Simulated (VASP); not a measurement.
AlRu: relaxation of cell and atoms with PBE

AlRu:

```xyz
2
Lattice="2.9900 0.0000 0.0000 0.0000 2.9900 0.0000 0.0000 0.0000 2.9900" Properties=species:S:1:pos:R:3 pbc="T T T"
Ru    0.0000    0.0000    0.0000
Al    1.4950    1.4950    1.4950
```

```json
{
 "Program": "VASP 6.6.1",
 "Task": "relaxation of cell and atoms",
 "Functional": "PBE",
 "Potentials or basis": "VASP PAW PBE potentials, release 64 (Ru_pv, Al)",
 "Cutoff": "600 eV",
 "k mesh": "24 × 24 × 24",
 "Occupations": "gaussian, width 0.3 eV",
 "Spin": "no spin polarisation",
 "Dipole correction": "no",
 "Further INCAR settings": "ALGO = Fast; EDIFF = 1e-07; IBRION = 2; EDIFFG = -0.005; NSW = 80; ISIF = 3"
}
```

```json
{
  "Relaxed volume": "13.57 Å³/atom",
  "Relaxed cell": "a = 3.005 Å, b = 3.005 Å, c = 3.005 Å, α = 90.00°, β = 90.00°, γ = 90.00°",
  "Space group after relaxing (to 0.05 Å)": "Pm-3m (No. 221)",
  "Energy gained by relaxing": "1.9 meV/atom",
  "Ionic steps": "3",
  "Pressure after relaxing": "0.0 GPa"
}
```

Step by step:
| step | energy change (eV) | largest force (eV/Å) | pressure (GPa) | volume (Å³) |
| --- | --- | --- | --- | --- |
| 1 | 0.0000 | 0.0000 | 3.16 | 26.73 |
| 2 | 0.0052 | 0.0000 | -4.58 | 27.76 |
| 3 | -0.0038 | 0.0000 | -0.01 | 27.14 |

Final structure:
```xyz
2
Lattice="3.0050 0.0000 0.0000 0.0000 3.0050 0.0000 0.0000 0.0000 3.0050" Properties=species:S:1:pos:R:3 pbc="T T T"
Ru    0.0000    0.0000    0.0000
Al    1.5025    1.5025    1.5025
```

Levels at points of the mesh, in eV from the Fermi level:
| k point | band 7 | band 8 | band 9 | band 10 | band 11 | band 12 |
| --- | --- | --- | --- | --- | --- | --- |
| (0.00, 0.00, 0.00) | 0.15 | 0.15 | 0.15 | 5.99 | 5.99 | 5.99 |
| (0.50, 0.00, 0.00) | -1.59 | -1.59 | 0.40 | 2.22 | 7.43 | 10.94 |
| (0.50, 0.50, 0.00) | -1.38 | -1.16 | -1.16 | 1.48 | 5.21 | 6.08 |
| (0.50, 0.50, 0.50) | 1.57 | 1.57 | 2.47 | 4.08 | 4.08 | 4.08 |

Run time: 11 min on 1 thread of AMD EPYC 7R13, on a shared host, peak memory 0.28 GiB.
